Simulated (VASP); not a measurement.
Set up this calculation in VASP 6.6.1, as the native input.

| Property | Result |
| --- | --- |
| Task | single point |
| Functional | LDA |
| Potentials or basis | VASP PAW LDA potentials, release 64 (K_sv, Cl) |
| Cutoff | 400 eV |
| k mesh | 1 × 1 × 2 |
| Occupations | fermi-dirac, width 0.1 eV |
| Spin | no spin polarisation |
| Dipole correction | no |
| Further INCAR settings | ALGO = Normal; EDIFF = 1e-06; NBANDS = 42 |

The structure of KCl lies in POSCAR:

```
KCl
1.0
    7.6598820000      0.0000000000      0.0000000000
    0.0000000000      7.6598820000      0.0000000000
    0.0000000000      0.0000000000      3.8299410000
K Cl
4 4
Direct
    0.0062282944     -0.0206641564     -0.0198540917
   -0.0042961497      0.4966810194      0.0568611892
    0.4951965317      0.0037807371      0.0524015905
    0.4929504136      0.5372569708     -0.0291192475
    0.2644056397      0.2270028442      0.4884811541
    0.2334423690      0.7291060097      0.4310061173
    0.7663868712      0.2590773592      0.4770517353
    0.7438241216      0.7668028045      0.5274893269
```

The input as run:

INCAR

```
PREC     = Accurate       # precision mode
ENCUT    = 400            # plane-wave cutoff, eV
EDIFF    = 1E-6           # SCF threshold, eV
ISMEAR   = -1             # smearing method
SIGMA    = 0.1            # smearing width, eV
LREAL    = F              # projectors in reciprocal space
LASPH    = T              # aspherical terms in the spheres
NELM     = 120            # most SCF steps
ALGO     = Normal         # electronic algorithm
ISIF     = 2              # what is computed and relaxed
LWAVE    = F              # write WAVECAR
LCHARG   = T              # write CHGCAR
GGA      = CA             # functional
LELF     = T              # ELF
LVHAR    = T            
NBANDS   = 42             # bands
GGA_COMPAT= F
```

KPOINTS

```
Automatic mesh
0
Gamma
  1 1 2
```

Potentials or basis: VASP PAW LDA potentials, release 64 (K_sv, Cl).

Run with:

```bash
$ cat potpaw_LDA.64/K_sv/POTCAR potpaw_LDA.64/Cl/POTCAR > POTCAR
$ mpirun -np 1 vasp_std > vasp.out
```

It gave:

```json
{
 "Pressure": "-1.0 GPa",
 "Largest force": "0.386 eV/Å",
 "Band gap on the k mesh": "4.05 eV"
}
```

Caveat: the k points lie up to 0.82 Å⁻¹ apart.

It took 16 s on 1 thread of Intel(R) Xeon(R) Platinum 8259CL CPU @ 2.50GHz (Skylake/Cascade Lake), on a shared host, peak memory 0.2 GiB.
